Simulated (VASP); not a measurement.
Mo: relaxation of cell and atoms with PBE

Mo:

```
CELL_PARAMETERS angstrom
4.47217 -2.58907 0.00000
4.47217 2.58907 0.00000
-3.02567 0.00000 4.26693
ATOMIC_POSITIONS crystal
Mo 0.00000 0.00000 0.50000
Mo 0.00000 0.00000 0.00000
Mo 0.50000 0.00000 0.00000
Mo 0.00000 0.50000 0.00000
Mo 0.63736 0.63736 0.40197
Mo 0.36264 0.36264 0.59803
```

| Item | Value |
| --- | --- |
| Program | VASP 6.6.1 |
| Task | relaxation of cell and atoms |
| Functional | PBE |
| Potentials or basis | VASP PAW PBE potentials, release 64 (Mo_sv) |
| Cutoff | 600 eV |
| k mesh | 4 × 4 × 4 |
| Occupations | gaussian, width 0.1 eV |
| Spin | no spin polarisation |
| Dipole correction | no |
| Further INCAR settings | ALGO = Normal; EDIFF = 1e-06; IBRION = 2; EDIFFG = -0.04; NSW = 90; ISIF = 3 |

- Relaxed volume: 16.50 Å³/atom
- Relaxed cell: a = 5.187 Å, b = 5.187 Å, c = 5.219 Å, α = 120.09°, β = 120.09°, γ = 59.78°
- Space group after relaxing (to 0.05 Å): R-3m (No. 166)
- Energy gained by relaxing: 0.4 meV/atom
- Ionic steps: 5
- Pressure after relaxing: 0.0 GPa
- Largest force after relaxing: 0.031 eV/Å
- Band gap on the k mesh: zero (band 42 reaches 11.57 eV, above the bottom of band 43 at 11.35 eV)

Forces in eV/Å, atoms in the order of the input:
```
Mo   0.000  0.000  0.000
Mo   0.000  0.000  0.000
Mo   0.000  0.000  0.000
Mo   0.000  0.000  0.000
Mo  -0.016  0.000 -0.027
Mo   0.016  0.000  0.027
```

Stress tensor (GPa, compression positive):
```
-0.30  0.00  0.20
 0.00  0.09  0.00
 0.20  0.00  0.22
```

Step by step:
| step | energy change (eV) | largest force (eV/Å) | pressure (GPa) | volume (Å³) |
| --- | --- | --- | --- | --- |
| 1 | 0.0000 | 0.0796 | 0.59 | 98.81 |
| 2 | 0.0015 | 0.0376 | -1.52 | 99.68 |
| 3 | -0.0008 | 0.0635 | -0.20 | 99.13 |
| 4 | -0.0017 | 0.0503 | -0.14 | 99.09 |
| 5 | -0.0023 | 0.0311 | 0.00 | 99.01 |

Final structure:
```
CELL_PARAMETERS angstrom
4.49729 -2.58518 0.01288
4.49729 2.58518 0.01288
-3.03037 0.00000 4.24920
ATOMIC_POSITIONS crystal
Mo 0.00000 0.00000 0.50000
Mo 0.00000 0.00000 0.00000
Mo 0.50000 0.00000 0.00000
Mo 0.00000 0.50000 0.00000
Mo 0.63587 0.63587 0.40007
Mo 0.36413 0.36413 0.59993
```

Levels at points of the mesh, in eV from the Fermi level:
```csv
k point,band 40,band 41,band 42,band 43,band 44,band 45
"(0.00, 0.00, 0.00)",-0.23,-0.19,-0.18,0.34,0.35,1.89
"(0.50, 0.00, 0.00)",-0.82,-0.27,0.06,0.37,0.52,0.96
"(0.50, 0.50, 0.00)",-1.24,-0.72,-0.60,0.09,0.46,1.28
"(0.00, 0.00, 0.50)",-0.80,-0.06,-0.03,0.40,0.61,0.66
"(0.50, 0.00, 0.50)",-1.25,-0.70,-0.61,0.17,0.40,1.27
"(0.50, 0.50, 0.50)",-0.82,-0.27,0.15,0.38,0.53,0.91
```

Run time: 11 min on 1 thread of Intel(R) Xeon(R) Platinum 8259CL CPU @ 2.50GHz (Skylake/Cascade Lake), with other jobs on the host, peak memory 0.32 GiB.

Caveat: the k points lie up to 0.37 Å⁻¹ apart in the final cell.
